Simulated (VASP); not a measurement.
# Si2Ni (Fm-3m) in VASP: a series of runs

The runs below take Si2Ni through single point, relaxation of cell and atoms, with PBEsol.

All numbers are computed with VASP 6.6.1; they aren't measurements. Logs are shortened: lines on timing, memory, paths and dates and some standing lists are left out, and cuts for length are marked.

## 1. The cell of the first run

It takes space group Fm-3m (No. 225, cubic). Conventional cell: a = 5.391 Å, b = 5.391 Å, c = 5.391 Å, α = 90.00°, β = 90.00°, γ = 90.00°. Si (site symmetry -43m) has 4 Ni at 2.33 Å and 6 Si at 2.70 Å within 3.1 Å. Within 3.1 Å of Ni (site symmetry m-3m) lie 8 Si at 2.33 Å.

## 2. Single point, PBEsol

Contents of INCAR:

```
SYSTEM = Si2Ni
PREC     = Accurate       ! precision mode
ENCUT    = 520            ! plane-wave cutoff, eV
EDIFF    = 1E-6           ! SCF threshold, eV
ISMEAR   = 0              ! smearing method
SIGMA    = 0.1            ! smearing width, eV
LREAL    = .False.        ! projectors in reciprocal space
LASPH    = .True.         ! aspherical terms in the spheres
NELM     = 60             ! most SCF steps
ALGO     = Normal         ! electronic algorithm
ISIF     = 2              ! what is computed and relaxed
LWAVE    = .False.        ! write WAVECAR
LCHARG   = .False.        ! write CHGCAR
GGA      = PS             ! functional
NBANDS   = 16             ! bands
```

Contents of KPOINTS:

```
Automatic mesh
0
Gamma
  14 14 14
  0 0 0
```

Contents of POSCAR:

```
Si2Ni
1.0
    0.0000000000      2.6957048548      2.6957048548
    2.6957048548      0.0000000000      2.6957048548
    2.6957048548      2.6957048548      0.0000000000
Si Ni
2 1
Direct
    0.2500000000      0.2500000000      0.2500000000
    0.7500000000      0.7500000000      0.7500000000
    0.0000000000      0.0000000000      0.0000000000
```

Potentials or basis: VASP PAW PBE potentials, release 64 (Si, Ni).

Launch:

```bash
> cat potpaw_PBE.64/Si/POTCAR potpaw_PBE.64/Ni/POTCAR > POTCAR
> mpirun -np 1 vasp_std > vasp.out
```

OUTCAR:

```text
SYSTEM = Si2Ni
   PREC = Accurate
   ENCUT = 520
   EDIFF = 1E-6
   ISMEAR = 0
   LREAL = .False.
   LASPH = .True.
   NELM = 60
   ISIF = 2
   GGA = PS

 ion  position               nearest neighbor table
   1  0.250  0.250  0.250-   3 2.33   3 2.33   3 2.33   3 2.33   2 2.70   2 2.70   2 2.70   2 2.70
                             2 2.70   2 2.70
   2  0.750  0.750  0.750-   3 2.33   3 2.33   3 2.33   3 2.33   1 2.70   1 2.70   1 2.70   1 2.70
                             1 2.70   1 2.70
   3  0.000  0.000  0.000-   2 2.33   2 2.33   2 2.33   1 2.33   2 2.33   1 2.33   1 2.33   1 2.33

  LATTYP: Found a face centered cubic cell.
 ALAT       =     5.3914097096

  Lattice vectors:

 A1 = (   0.0000000000,   2.6957048548,   2.6957048548)
 A2 = (   2.6957048548,   0.0000000000,   2.6957048548)
 A3 = (   2.6957048548,   2.6957048548,   0.0000000000)

Analysis of symmetry for initial positions (statically):
=====================================================================
 Subroutine PRICEL returns:
 Original cell was already a primitive cell.

 Routine SETGRP: Setting up the symmetry group for a
 face centered cubic supercell.

 Subroutine GETGRP returns: Found 48 space group operations
 (whereof 48 operations were pure point group operations)
 out of a pool of 48 trial point group operations.

The static configuration has the point symmetry O_h .

Analysis of symmetry for dynamics (positions and initial velocities):
=====================================================================
 Subroutine PRICEL returns:
 Original cell was already a primitive cell.

 Routine SETGRP: Setting up the symmetry group for a
 face centered cubic supercell.

 Subroutine GETGRP returns: Found 48 space group operations
 (whereof 48 operations were pure point group operations)
 out of a pool of 48 trial point group operations.

The dynamic configuration has the point symmetry O_h .

 Subroutine INISYM returns: Found 48 space group operations
 (whereof 48 operations are pure point group operations),
 and found     1 'primitive' translations

----------------------------------------------------------------------------------------

                                     Primitive cell

  volume of cell :      39.1784

  direct lattice vectors                    reciprocal lattice vectors
     0.000000000  2.695704855  2.695704855    -0.185480246  0.185480246  0.185480246
     2.695704855  0.000000000  2.695704855     0.185480246 -0.185480246  0.185480246
     2.695704855  2.695704855  0.000000000     0.185480246  0.185480246 -0.185480246

  length of vectors
     3.812302366  3.812302366  3.812302366     0.321261210  0.321261210  0.321261210

  position of ions in fractional coordinates (direct lattice)
     0.250000000  0.250000000  0.250000000
     0.750000000  0.750000000  0.750000000
     0.000000000  0.000000000  0.000000000

  ion indices of the primitive-cell ions
   primitive index   ion index
                 1           1
                 2           2
                 3           3

----------------------------------------------------------------------------------------

 KPOINTS: Automatic mesh

Automatic generation of k-mesh.
 Grid dimensions read from file:
 generate k-points for:   14   14   14

 Generating k-lattice:

  Cartesian coordinates                     Fractional coordinates (reciprocal lattice)
    -0.013248589  0.013248589  0.013248589     0.071428571  0.000000000  0.000000000
     0.013248589 -0.013248589  0.013248589     0.000000000  0.071428571  0.000000000
     0.013248589  0.013248589 -0.013248589     0.000000000  0.000000000  0.071428571

  Length of vectors
     0.022947229  0.022947229  0.022947229

  Shift w.r.t. Gamma in fractional coordinates (k-lattice)
     0.000000000  0.000000000  0.000000000

 Subroutine IBZKPT returns following result:
 ===========================================

 Found    104 irreducible k-points:

 Following reciprocal coordinates:
            Coordinates               Weight
  0.000000  0.000000  0.000000      1.000000
  0.071429  0.000000  0.000000      8.000000
  0.142857  0.000000  0.000000      8.000000
  0.214286  0.000000  0.000000      8.000000
  0.285714  0.000000  0.000000      8.000000
  0.357143  0.000000  0.000000      8.000000
[... 16 lines left out ...]
  0.214286  0.142857  0.000000     24.000000
  0.285714  0.142857  0.000000     24.000000
 [... further k-points ...]
   k-points           NKPTS =    104   k-points in BZ     NKDIM =    104   number of bands    NBANDS=     16
   number of dos      NEDOS =    301   number of ions     NIONS =      3
   total plane-waves  NPLWV =  21952
   dimension x,y,z NGX =    28 NGY =   28 NGZ =   28
   dimension x,y,z NGXF=    56 NGYF=   56 NGZF=   56
   ions per type =               2   1
   NGX,Y,Z   is equivalent  to a cutoff of  12.21, 12.21, 12.21 a.u.
   NGXF,Y,Z  is equivalent  to a cutoff of  24.42, 24.42, 24.42 a.u.
 SYSTEM =  Si2Ni
   PREC   = accura    normal or accurate (medium, high low for compatibility)
   ISTART =      0    job   : 0-new  1-cont  2-samecut
   ICHARG =      2    charge: 1-file 2-atom 10-const
   ISPIN  =      1    spin polarized calculation?
   LNONCOLLINEAR =      F non collinear calculations
   LSORBIT =      F    spin-orbit coupling
   LASPH  =      T    aspherical Exc in radial PAW
   ENCUT  =  520.0 eV  38.22 Ry    6.18 a.u.   7.09  7.09  7.09*2*pi/ulx,y,z
   NELM   =     60;   NELMIN=  2; NELMDL= -5     # of ELM steps
   EDIFF  = 0.1E-05   stopping-criterion for ELM
   LREAL  =      F    real-space projection
   EDIFFG = 0.1E-04   stopping-criterion for IOM
   NSW    =      0    number of steps for IOM
   IBRION =     -1    ionic relax: 0-MD 1-quasi-New 2-CG
   NFREE  =      0    steps in history (QN), initial steepest desc. (CG)
   ISIF   =      2    stress and relaxation
   ISYM   =      2    0-nonsym 1-usesym 2-fastsym
   POTIM  = 0.5000    time-step for ionic-motion
   TEBEG  =    0.0;   TEEND  =   0.0 temperature during run
   PSTRESS=    0.0 pullay stress
   NELECT =      18.0000    total number of electrons
   NUPDOWN=      -1.0000    fix difference up-down
   EMIN   =  10.00;   EMAX   =-10.00  energy-range for DOS
   EFERMI =   0.00;   METHOD = LEGACY
   ISMEAR =     0;   SIGMA  =   0.10  broadening in eV -4-tet -1-fermi 0-gaus
   EFERMI_NEDOS =   21; number of points for ismear=-14 and -15
   IALGO  =     38    algorithm
   IMIX   =      4    mixing-type and parameters
     AMIX     =   0.40;   BMIX     =  1.00
     AMIX_MAG =   1.60;   BMIX_MAG =  1.00
  volume/ion in A,a.u.               =      13.06        88.13
  Fermi-wavevector in a.u.,A,eV,Ry     =   1.263233  2.387163 21.711587  1.595757
  Thomas-Fermi vector in A             =   2.396600
   LORBIT       =      0    0 simple, 1 ext, 2 COOP (PROOUT), +10 PAW based schemes
   GGA     = PS    functional components
   LHFCALC =     F    Hartree Fock is set to
   AEXX    =    0.0000 exact exchange contribution
   IVDW    =     0    specifies the selected vdW correction
   LEPSILON=     F    determine dielectric tensor
   LRPA    =     F    only Hartree local field effects (RPA)
 non-spin polarized calculation
 Gauss-broadening in eV      SIGMA  =   0.10
  energy-cutoff  :      520.00
  volume of cell :       39.18
 maximum number of plane-waves:      1067
   NGX = 15   NGY = 15   NGZ = 15

 number of electron      17.9999996 magnetization

 Free energy of the ion-electron system (eV)
  ---------------------------------------------------
  ext. energy  EPLUGINS =         0.00000000
  ---------------------------------------------------
  free energy    TOTEN  =       -18.98370121 eV

  energy without entropy =      -18.97934856  energy(sigma->0) =      -18.98152489

 E-fermi :  10.5297     XC(G=0): -11.7353

 val. band max:       10.4749682325   @ k =  -0.0714   0.0714   0.0000
 cond. band min:      10.5556006947   @ k =  -0.2143   0.1429   0.0000
 fundamental gap:      0.0806324622
 Fermi energy:        10.5297041733

 k-point     1 :       0.0000    0.0000    0.0000
  band No.  band energies     occupation
      1      -3.4488      2.00000
      2       5.2167      2.00000
      3       5.2167      2.00000
      4       5.2167      2.00000
      5       6.9225      2.00000
      6       6.9225      2.00000
[... 8 lines left out ...]
     15      15.2084      0.00000
     16      15.2084      0.00000

 k-point     2 :       0.0714    0.0000    0.0000
  band No.  band energies     occupation
      1      -3.3725      2.00000
      2       5.0647      2.00000
      3       5.2411      2.00000
      4       5.2411      2.00000
      5       6.9076      2.00000
      6       6.9076      2.00000
[... 8 lines left out ...]
     15      14.8912      0.00000
     16      15.0629      0.00000

 k-point     3 :       0.1429    0.0000    0.0000
  band No.  band energies     occupation
      1      -3.1447      2.00000
      2       4.6300      2.00000
      3       5.3096      2.00000
      4       5.3096      2.00000
      5       6.8724      2.00000
      6       6.8724      2.00000
[... 8 lines left out ...]
     15      14.7244      0.00000
     16      15.0966      0.00000

 k-point     4 :       0.2143    0.0000    0.0000
  band No.  band energies     occupation
      1      -2.7682      2.00000
      2       3.9548      2.00000
      3       5.4074      2.00000
      4       5.4074      2.00000
      5       6.8429      2.00000
      6       6.8429      2.00000
[... 8 lines left out ...]
     15      15.4222      0.00000
     16      16.1255      0.00000
[... 324 lines left out ...]
 k-point    22 :       0.1429    0.1429    0.0000
  band No.  band energies     occupation
      1      -3.0434      2.00000
      2       4.6891      2.00000
      3       5.2582      2.00000
      4       5.2582      2.00000
      5       6.6576      2.00000
      6       6.9975      2.00000
[... 8 lines left out ...]
     15      15.8786      0.00000
     16      15.8786      0.00000

 k-point    23 :       0.2143    0.1429    0.0000
  band No.  band energies     occupation
      1      -2.7671      2.00000
      2       4.3176      2.00000
      3       5.3024      2.00000
      4       5.3278      2.00000
      5       6.5098      2.00000
      6       7.0260      2.00000
[... 8 lines left out ...]
     15      16.5678      0.00000
     16      16.6705      0.00000

 k-point    24 :       0.2857    0.1429    0.0000
  band No.  band energies     occupation
      1      -2.3448      2.00000
      2       3.6977      2.00000
      3       5.3798      2.00000
      4       5.4217      2.00000
      5       6.3858      2.00000
      6       7.0550      2.00000
[... 8 lines left out ...]
     15      17.5570      0.00000
     16      17.8027      0.00000

 [... further k-points ...]

------------------------ aborting loop because EDIFF is reached ----------------------------------------

  FORCE on cell =-STRESS in cart. coord.  units (eV):
  Direction    XX          YY          ZZ          XY          YZ          ZX
  --------------------------------------------------------------------------------------
  -------------------------------------------------------------------------------------
  Total        0.0178094      0.0178094      0.0178094     -0.0000000     -0.0000000      0.0000000
  in kB        0.7283037      0.7283037      0.7283037     -0.0000000     -0.0000000      0.0000000
  external PRESSURE =       0.7283037 kB  Pullay stress =       0.0000000 kB

 VOLUME and BASIS-vectors are now :
 -----------------------------------------------------------------------------
  energy-cutoff  :      520.00
  volume of cell :       39.18
      direct lattice vectors                 reciprocal lattice vectors
     0.000000000  2.695704855  2.695704855    -0.185480246  0.185480246  0.185480246
     2.695704855  0.000000000  2.695704855     0.185480246 -0.185480246  0.185480246
     2.695704855  2.695704855  0.000000000     0.185480246  0.185480246 -0.185480246

 POSITION                                       TOTAL-FORCE (eV/Angst)
 -----------------------------------------------------------------------------------
      1.34785      1.34785      1.34785        -0.000000     -0.000000      0.000000
      4.04356      4.04356      4.04356         0.000000      0.000000     -0.000000
      0.00000      0.00000      0.00000        -0.000000     -0.000000      0.000000
 -----------------------------------------------------------------------------------
    total drift:                               -0.000000     -0.000000      0.000000

  FREE ENERGIE OF THE ION-ELECTRON SYSTEM (eV)
  ---------------------------------------------------
  free  energy   TOTEN  =       -18.9837012146 eV

  energy  without entropy=      -18.9793485627  energy(sigma->0) =      -18.98152489
```

Run time: 94 s. Hardware: 1 thread of AMD EPYC 7R13, shared host; peak memory 0.17 GiB.

What came out:

| Property | Result |
| --- | --- |
| Free energy | -18.9837 eV |
| Pressure | 0.1 GPa |
| Band gap on the k mesh | zero (bands 9 and 10 overlap by 2.13 eV) |

Caveat: the PAW data sets were made with another functional, which shifts forces and pressure a little.

## 3. Relaxation of cell and atoms, PBEsol

Contents of INCAR:

```
PREC = Accurate
ENCUT = 600
EDIFF = 1E-6
ISMEAR = 0
SIGMA = 0.1
LREAL = F
LASPH = T
NELM = 100
ALGO = Normal
ISIF = 3
LWAVE = F
LCHARG = F
GGA = PS
IBRION = 2
NSW = 100
EDIFFG = -0.005
```

Contents of KPOINTS:

```
regular mesh
0
Gamma
  14 14 14
```

Contents of POSCAR:

```
Si2Ni
1.0
    0.0000000000      2.6975000000      2.6975000000
    2.6975000000      0.0000000000      2.6975000000
    2.6975000000      2.6975000000      0.0000000000
Si Ni
2 1
Direct
    0.2500000000      0.2500000000      0.2500000000
    0.7500000000      0.7500000000      0.7500000000
    0.0000000000      0.0000000000      0.0000000000
```

Potentials or basis: VASP PAW PBE potentials, release 64 (Si, Ni).

Launch:

```bash
> cat potpaw_PBE.64/Si/POTCAR potpaw_PBE.64/Ni/POTCAR > POTCAR
> mpirun -np 1 vasp_std > vasp.out
```

It took 3.2 min on 1 thread of AMD EPYC 7R13, shared host; peak memory 0.19 GiB.

The run converged. Its results:

```
Free energy                           : -18.9837 eV
Relaxed volume                        : 13.07 Å³/atom
Relaxed cell                          : a = 3.813 Å, b = 3.813 Å, c = 3.813 Å, α = 60.00°, β = 60.00°, γ = 60.00°
Space group after relaxing (to 0.1 Å) : Fm-3m (No. 225)
Energy gained by relaxing             : 0.0 meV/atom
Ionic steps                           : 3
Pressure after relaxing               : 0.0 GPa
Band gap on the k mesh                : zero (bands 9 and 10 overlap by 2.13 eV)
```

Final structure:
```xyz
3
Lattice="0.0000 2.6963 2.6963 2.6963 0.0000 2.6963 2.6963 2.6963 0.0000" Properties=species:S:1:pos:R:3 pbc="T T T"
Si    1.3481    1.3481    1.3481
Si    4.0445    4.0445    4.0445
Ni    0.0000    0.0000    0.0000
```

Levels at points of the mesh, in eV from the Fermi level:
```csv
k point,band 6,band 7,band 8,band 9,band 10,band 11,band 12,band 13
"(0.00, 0.00, 0.00)",-3.60,-0.26,1.68,1.68,1.68,2.20,2.20,2.20
"(0.50, 0.00, 0.00)",-3.42,-3.42,-1.51,-1.51,1.71,1.77,1.77,2.61
"(0.50, 0.50, 0.00)",-3.70,-3.70,-3.53,-3.19,-0.45,1.29,7.71,8.33
```

Caveat: the PAW data sets were made with another functional, which shifts forces and pressure a little. Spin polarisation is off, so any magnetic state and its effect on volume and gap are missing.

(Part 1 of 3 ends here.)
